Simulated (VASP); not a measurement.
# MoH4 (P6/mmm) in VASP: a series of runs

MoH4 is run at these levels: PBE; tasks: single point, relaxation of cell and atoms.

All numbers are computed with VASP 6.6.1; they aren't measurements. Logs are shortened: lines on timing, memory, paths and dates and some standing lists are left out, and cuts for length are marked.

## (1) The cell of the first run

It takes space group P6/mmm (No. 191, hexagonal). Conventional cell: a = 2.970 Å, b = 2.970 Å, c = 6.414 Å, α = 90.00°, β = 90.00°, γ = 120.00°. H (site symmetry 3m) has 3 H at 1.71 Å within 2.3 Å. Mo (site symmetry 6/mmm) has 12 H at 2.35 Å and 6 Mo at 2.97 Å within 3.1 Å.

## (2) Single point, PBE

Input file INCAR:

```
PREC = Accurate ; ENCUT = 520
EDIFF = 1E-7 ; ISMEAR = 0
SIGMA = 0.1 ; LREAL = False
LASPH = True ; NELM = 100
ALGO = Normal ; ISIF = 2
LWAVE = False ; LCHARG = False
GGA = PE ; NBANDS = 17
```

Input file KPOINTS:

```
Automatic mesh
0
Gamma
  6 6 4
```

Input file POSCAR:

```
MoH4
1.0
    2.9696202500      0.0000000000      0.0000000000
   -1.4848101300      2.5717665800      0.0000000000
    0.0000000000      0.0000000000      6.4143797500
H Mo
4 1
Direct
    0.3333333300      0.6666666700      0.2500000000
    0.3333333300      0.6666666700      0.7500000000
    0.6666666700      0.3333333300      0.2500000000
    0.6666666700      0.3333333300      0.7500000000
    0.0000000000      0.0000000000      0.0000000000
```

Potentials or basis: VASP PAW PBE potentials, release 64 (H, Mo_sv).

The run is started by

```sh
> cat potpaw_PBE.64/H/POTCAR potpaw_PBE.64/Mo_sv/POTCAR > POTCAR
> mpirun -np 1 vasp_std > vasp.out
```

OUTCAR:

```text
PREC = Accurate
   ENCUT = 520
   EDIFF = 1E-7
   ISMEAR = 0
   LREAL = False
   LASPH = True
   NELM = 100
   ISIF = 2
   GGA = PE

 ion  position               nearest neighbor table
   1  0.333  0.667  0.250-
   2  0.333  0.667  0.750-
   3  0.667  0.333  0.250-
   4  0.667  0.333  0.750-
   5  0.000  0.000  0.000-

  LATTYP: Found a hexagonal cell.
 ALAT       =     2.9696202500
 C/A-ratio  =     2.1600000034

  Lattice vectors:

 A1 = (   2.9696202500,   0.0000000000,   0.0000000000)
 A2 = (  -1.4848101300,   2.5717665800,   0.0000000000)
 A3 = (   0.0000000000,   0.0000000000,   6.4143797500)

Analysis of symmetry for initial positions (statically):
=====================================================================
 Subroutine PRICEL returns:
 Original cell was already a primitive cell.

 Routine SETGRP: Setting up the symmetry group for a
 hexagonal supercell.

 Subroutine GETGRP returns: Found 24 space group operations
 (whereof 24 operations were pure point group operations)
 out of a pool of 24 trial point group operations.

The static configuration has the point symmetry D_6h.

Analysis of symmetry for dynamics (positions and initial velocities):
=====================================================================
 Subroutine PRICEL returns:
 Original cell was already a primitive cell.

 Routine SETGRP: Setting up the symmetry group for a
 hexagonal supercell.

 Subroutine GETGRP returns: Found 24 space group operations
 (whereof 24 operations were pure point group operations)
 out of a pool of 24 trial point group operations.

The dynamic configuration has the point symmetry D_6h.

 Subroutine INISYM returns: Found 24 space group operations
 (whereof 24 operations are pure point group operations),
 and found     1 'primitive' translations

----------------------------------------------------------------------------------------

                                     Primitive cell

  volume of cell :      48.9877

  direct lattice vectors                    reciprocal lattice vectors
     2.969620250  0.000000000  0.000000000     0.336743393  0.194418889  0.000000000
    -1.484810130  2.571766580  0.000000000     0.000000000  0.388837777  0.000000000
     0.000000000  0.000000000  6.414379750     0.000000000  0.000000000  0.155899719

  length of vectors
     2.969620250  2.969620256  6.414379750     0.388837778  0.388837777  0.155899719

  position of ions in fractional coordinates (direct lattice)
     0.333333330  0.666666670  0.250000000
     0.333333330  0.666666670  0.750000000
     0.666666670  0.333333330  0.250000000
     0.666666670  0.333333330  0.750000000
     0.000000000  0.000000000  0.000000000

  ion indices of the primitive-cell ions
   primitive index   ion index
                 1           1
                 2           2
                 3           3
                 4           4
                 5           5

----------------------------------------------------------------------------------------

 KPOINTS: Automatic mesh

Automatic generation of k-mesh.
 Grid dimensions read from file:
 generate k-points for:    6    6    4

 Generating k-lattice:

  Cartesian coordinates                     Fractional coordinates (reciprocal lattice)
     0.056123899  0.032403148  0.000000000     0.166666667 -0.000000000  0.000000000
     0.000000000  0.064806296  0.000000000     0.000000000  0.166666667  0.000000000
     0.000000000  0.000000000  0.038974930     0.000000000  0.000000000  0.250000000

  Length of vectors
     0.064806296  0.064806296  0.038974930

  Shift w.r.t. Gamma in fractional coordinates (k-lattice)
     0.000000000  0.000000000  0.000000000

 Subroutine IBZKPT returns following result:
 ===========================================

 Found     21 irreducible k-points:

 Following reciprocal coordinates:
            Coordinates               Weight
  0.000000  0.000000  0.000000      1.000000
  0.166667  0.000000  0.000000      6.000000
  0.333333  0.000000  0.000000      6.000000
  0.500000  0.000000  0.000000      3.000000
  0.166667  0.166667  0.000000      6.000000
  0.333333  0.166667  0.000000     12.000000
[... 13 lines left out ...]
  0.333333  0.166667  0.500000     12.000000
  0.333333  0.333333  0.500000      2.000000
   k-points           NKPTS =     21   k-points in BZ     NKDIM =     21   number of bands    NBANDS=     17
   number of dos      NEDOS =    301   number of ions     NIONS =      5
   total plane-waves  NPLWV =  27648
   dimension x,y,z NGX =    24 NGY =   24 NGZ =   48
   dimension x,y,z NGXF=    48 NGYF=   48 NGZF=   96
   ions per type =               4   1
   NGX,Y,Z   is equivalent  to a cutoff of  13.44, 13.44, 12.44 a.u.
   NGXF,Y,Z  is equivalent  to a cutoff of  26.87, 26.87, 24.88 a.u.
 SYSTEM =  unknown system
   PREC   = accura    normal or accurate (medium, high low for compatibility)
   ISTART =      0    job   : 0-new  1-cont  2-samecut
   ICHARG =      2    charge: 1-file 2-atom 10-const
   ISPIN  =      1    spin polarized calculation?
   LNONCOLLINEAR =      F non collinear calculations
   LSORBIT =      F    spin-orbit coupling
   LASPH  =      T    aspherical Exc in radial PAW
   ENCUT  =  520.0 eV  38.22 Ry    6.18 a.u.   5.52  5.52 11.93*2*pi/ulx,y,z
   NELM   =    100;   NELMIN=  2; NELMDL= -5     # of ELM steps
   EDIFF  = 0.1E-06   stopping-criterion for ELM
   LREAL  =      F    real-space projection
   EDIFFG = 0.1E-05   stopping-criterion for IOM
   NSW    =      0    number of steps for IOM
   IBRION =     -1    ionic relax: 0-MD 1-quasi-New 2-CG
   NFREE  =      0    steps in history (QN), initial steepest desc. (CG)
   ISIF   =      2    stress and relaxation
   ISYM   =      2    0-nonsym 1-usesym 2-fastsym
   POTIM  = 0.5000    time-step for ionic-motion
   TEBEG  =    0.0;   TEEND  =   0.0 temperature during run
   PSTRESS=    0.0 pullay stress
   NELECT =      18.0000    total number of electrons
   NUPDOWN=      -1.0000    fix difference up-down
   EMIN   =  10.00;   EMAX   =-10.00  energy-range for DOS
   EFERMI =   0.00;   METHOD = LEGACY
   ISMEAR =     0;   SIGMA  =   0.10  broadening in eV -4-tet -1-fermi 0-gaus
   EFERMI_NEDOS =   21; number of points for ismear=-14 and -15
   IALGO  =     38    algorithm
   IMIX   =      4    mixing-type and parameters
     AMIX     =   0.40;   BMIX     =  1.00
     AMIX_MAG =   1.60;   BMIX_MAG =  1.00
  volume/ion in A,a.u.               =       9.80        66.12
  Fermi-wavevector in a.u.,A,eV,Ry     =   1.172564  2.215825 18.706742  1.374907
  Thomas-Fermi vector in A             =   2.308991
   LORBIT       =      0    0 simple, 1 ext, 2 COOP (PROOUT), +10 PAW based schemes
   GGA     = PE    functional components
   LHFCALC =     F    Hartree Fock is set to
   AEXX    =    0.0000 exact exchange contribution
   IVDW    =     0    specifies the selected vdW correction
   LEPSILON=     F    determine dielectric tensor
   LRPA    =     F    only Hartree local field effects (RPA)
 non-spin polarized calculation
 Gauss-broadening in eV      SIGMA  =   0.10
  energy-cutoff  :      520.00
  volume of cell :       48.99
 maximum number of plane-waves:      1350
 NGX is ok and might be reduce to    24
   NGX = 11   NGY = 11   NGZ = 23

 number of electron      18.0000002 magnetization

 Free energy of the ion-electron system (eV)
  ---------------------------------------------------
  ext. energy  EPLUGINS =         0.00000000
  ---------------------------------------------------
  free energy    TOTEN  =       -20.63008540 eV

  energy without entropy =      -20.63000847  energy(sigma->0) =      -20.63004693

 E-fermi :   3.0213     XC(G=0):  -9.0371

 val. band max:        2.8357862369   @ k =   0.3333   0.3333   0.5000
 cond. band min:       3.2380077739   @ k =   0.5000   0.0000   0.5000
 fundamental gap:      0.4022215370
 Fermi energy:         3.0213013278

 k-point     1 :       0.0000    0.0000    0.0000
  band No.  band energies     occupation
      1     -58.5716      2.00000
      2     -32.5704      2.00000
      3     -32.2879      2.00000
      4     -32.2879      2.00000
      5      -6.2354      2.00000
      6      -4.3496      2.00000
[... 9 lines left out ...]
     16      12.2982      0.00000
     17      18.4259      0.00000

 k-point     2 :       0.1667    0.0000    0.0000
  band No.  band energies     occupation
      1     -58.5513      2.00000
      2     -32.5459      2.00000
      3     -32.4470      2.00000
      4     -32.3249      2.00000
      5      -5.5800      2.00000
      6      -4.0791      2.00000
[... 9 lines left out ...]
     16      13.1012      0.00000
     17      17.3505      0.00000

 k-point     3 :       0.3333    0.0000    0.0000
  band No.  band energies     occupation
      1     -58.5106      2.00000
      2     -32.7563      2.00000
      3     -32.4964      2.00000
      4     -32.3982      2.00000
      5      -3.8552      2.00000
      6      -3.4066      2.00000
[... 9 lines left out ...]
     16      13.9786      0.00000
     17      14.8843      0.00000

 k-point     4 :       0.5000    0.0000    0.0000
  band No.  band energies     occupation
      1     -58.4901      2.00000
      2     -32.9068      2.00000
      3     -32.4715      2.00000
      4     -32.4344      2.00000
      5      -2.9492      2.00000
      6      -1.9538      2.00000
[... 9 lines left out ...]
     16      12.5426      0.00000
     17      12.7557      0.00000
[... 283 lines left out ...]
      1     -58.5208      2.00000
      2     -32.6503      2.00000
      3     -32.5088      2.00000
      4     -32.4109      2.00000
      5      -4.1681      2.00000
      6      -3.8267      2.00000
[... 9 lines left out ...]
     16      12.7836      0.00000
     17      13.1614      0.00000

 k-point    20 :       0.3333    0.1667    0.5000
  band No.  band energies     occupation
      1     -58.4901      2.00000
      2     -32.8288      2.00000
      3     -32.5169      2.00000
      4     -32.4716      2.00000
      5      -2.8945      2.00000
      6      -2.2390      2.00000
[... 9 lines left out ...]
     16      10.7863      0.00000
     17      12.4826      0.00000

 k-point    21 :       0.3333    0.3333    0.5000
  band No.  band energies     occupation
      1     -58.4799      2.00000
      2     -32.7218      2.00000
      3     -32.7218      2.00000
      4     -32.4592      2.00000
      5      -1.4647      2.00000
      6      -1.4647      2.00000
[... 9 lines left out ...]
     16      13.5427      0.00000
     17      13.5427      0.00000

------------------------ aborting loop because EDIFF is reached ----------------------------------------

  FORCE on cell =-STRESS in cart. coord.  units (eV):
  Direction    XX          YY          ZZ          XY          YZ          ZX
  --------------------------------------------------------------------------------------
  -------------------------------------------------------------------------------------
  Total       -5.9752846     -5.9752846    -10.0112660      0.0000000     -0.0000000     -0.0000000
  in kB     -195.4258646   -195.4258652   -327.4254633      0.0000004     -0.0000000     -0.0000000
  external PRESSURE =    -239.4257310 kB  Pullay stress =       0.0000000 kB

 VOLUME and BASIS-vectors are now :
 -----------------------------------------------------------------------------
  energy-cutoff  :      520.00
  volume of cell :       48.99
      direct lattice vectors                 reciprocal lattice vectors
     2.969620250  0.000000000  0.000000000     0.336743393  0.194418889  0.000000000
    -1.484810130  2.571766580  0.000000000     0.000000000  0.388837777  0.000000000
     0.000000000  0.000000000  6.414379750     0.000000000  0.000000000  0.155899719

 POSITION                                       TOTAL-FORCE (eV/Angst)
 -----------------------------------------------------------------------------------
     -0.00000      1.71451      1.60359         0.000000      0.000000     -1.552781
     -0.00000      1.71451      4.81078         0.000000      0.000000      1.552781
      1.48481      0.85726      1.60359        -0.000000      0.000000     -1.552781
      1.48481      0.85726      4.81078        -0.000000     -0.000000      1.552781
      0.00000      0.00000      0.00000         0.000000      0.000000      0.000000
 -----------------------------------------------------------------------------------
    total drift:                                0.000000     -0.000000     -0.000000

  FREE ENERGIE OF THE ION-ELECTRON SYSTEM (eV)
  ---------------------------------------------------
  free  energy   TOTEN  =       -20.6300853970 eV

  energy  without entropy=      -20.6300084687  energy(sigma->0) =      -20.63004693
```

It took 17 s on 1 thread of AMD EPYC 7R43 (Zen 3), shared host; peak memory 0.14 GiB.

Results:

* Free energy: -20.6301 eV
* Pressure: -23.9 GPa
* Largest force: 1.553 eV/Å
* Band gap on the k mesh: 0.40 eV, indirect (least direct gap 0.75 eV)

Forces on the atoms (eV/Å):
```
H    0.000  0.000 -1.553
H    0.000  0.000  1.553
H    0.000  0.000 -1.553
H    0.000  0.000  1.553
Mo   0.000  0.000  0.000
```

Stress tensor (GPa, compression positive):
```
-19.54   0.00   0.00
  0.00 -19.54   0.00
  0.00   0.00 -32.74
```

Levels at points of the mesh, in eV from the valence-band top:
```tsv
k point	band 7	band 8	band 9	band 10	band 11	band 12
(0.00, 0.00, 0.00)	-3.39	-0.89	-0.89	1.24	1.24	2.67
(0.50, 0.00, 0.00)	-4.57	-1.17	-0.89	0.41	2.62	2.73
(0.00, 0.00, 0.50)	-3.18	-0.89	-0.89	1.24	1.24	4.11
(0.50, 0.00, 0.50)	-4.36	-1.23	-1.01	0.40	2.03	2.73
```

Caveat: forces of over 1 eV/Å act on the atoms, so gaps and moduli don't describe the material at rest. PBE gaps usually lie below the measured ones, often by a third to a half.

## (3) Relaxation of cell and atoms, PBE

Input file INCAR:

```
SYSTEM = MoH4
  PREC = Accurate
  ENCUT = 600
  EDIFF = 1E-6
  ISMEAR = 0
  SIGMA = 0.1
  LREAL = .FALSE.
  LASPH = .TRUE.
  NELM = 100
  ALGO = Normal
  ISIF = 3
  LWAVE = .FALSE.
  LCHARG = .FALSE.
  GGA = PE
  IBRION = 2
  NSW = 90
  EDIFFG = -0.04
```

Input file KPOINTS:

```
regular mesh
0
G
  6 6 4
  0 0 0
```

POSCAR is that of step 2.

Potentials or basis: VASP PAW PBE potentials, release 64 (H, Mo_sv).

The run is started by

```sh
> cat potpaw_PBE.64/H/POTCAR potpaw_PBE.64/Mo_sv/POTCAR > POTCAR
> mpirun -np 1 vasp_std > vasp.out
```

It took 62 s on 1 thread of AMD EPYC 7R43 (Zen 3), shared host; peak memory 0.16 GiB.

It converged, with:

| Quantity | Value |
| --- | --- |
| Free energy | -22.6860 eV |
| Relaxed volume | 7.26 Å³/atom |
| Relaxed cell | a = 2.855 Å, b = 2.855 Å, c = 5.145 Å, α = 90.00°, β = 90.00°, γ = 120.00° |
| Space group after relaxing (to 0.05 Å) | P6/mmm (No. 191) |
| Energy gained by relaxing | 411.1 meV/atom |
| Ionic steps | 5 |
| Pressure after relaxing | -0.1 GPa |
| Largest force after relaxing | 0.021 eV/Å |
| Band gap on the k mesh | zero (band 9 reaches 5.45 eV, above the bottom of band 10 at 5.18 eV) |

Forces on the atoms (eV/Å):
```
H    0.000  0.000  0.021
H    0.000  0.000 -0.021
H    0.000  0.000  0.021
H    0.000  0.000 -0.021
Mo   0.000  0.000  0.000
```

Stress tensor (GPa, compression positive):
```
-0.50  0.00  0.00
 0.00 -0.50  0.00
 0.00  0.00  0.86
```

Step by step:
| step | energy change (eV) | largest force (eV/Å) | pressure (GPa) | volume (Å³) |
| --- | --- | --- | --- | --- |
| 1 | 0.0000 | 1.5524 | -23.89 | 48.99 |
| 2 | -1.5840 | 0.9716 | -8.36 | 39.32 |
| 3 | -1.7848 | 0.5042 | 5.39 | 35.79 |
| 4 | -2.0082 | 0.2230 | 2.10 | 36.11 |
| 5 | -2.0556 | 0.0206 | -0.05 | 36.31 |

Final structure:
```
H Mo
1.0
     2.85491    0.00000    0.00000
    -1.42746    2.47243    0.00000
     0.00000    0.00000    5.14467
H Mo
4 1
Direct
  0.33333 0.66667 0.22085
  0.33333 0.66667 0.77915
  0.66667 0.33333 0.22085
  0.66667 0.33333 0.77915
  0.00000 0.00000 0.00000
```

Levels at points of the mesh, in eV from the Fermi level:
```csv
k point,band 5,band 6,band 7,band 8,band 9,band 10,band 11,band 12,band 13
"(0.00, 0.00, 0.00)",-11.18,-7.27,-3.60,-1.77,-1.77,1.15,1.15,3.69,5.23
"(0.50, 0.00, 0.00)",-7.62,-7.34,-5.82,-1.00,-0.95,0.01,2.86,4.88,6.40
"(0.00, 0.00, 0.50)",-10.89,-8.04,-2.91,-1.77,-1.77,1.14,1.14,3.80,5.22
"(0.50, 0.00, 0.50)",-7.84,-7.26,-5.47,-1.62,-0.47,-0.02,2.86,4.82,5.46
```

Caveat: the k points lie up to 0.42 Å⁻¹ apart in the final cell; the volume moved by over 15 % at a fixed basis, so the end points are rough.
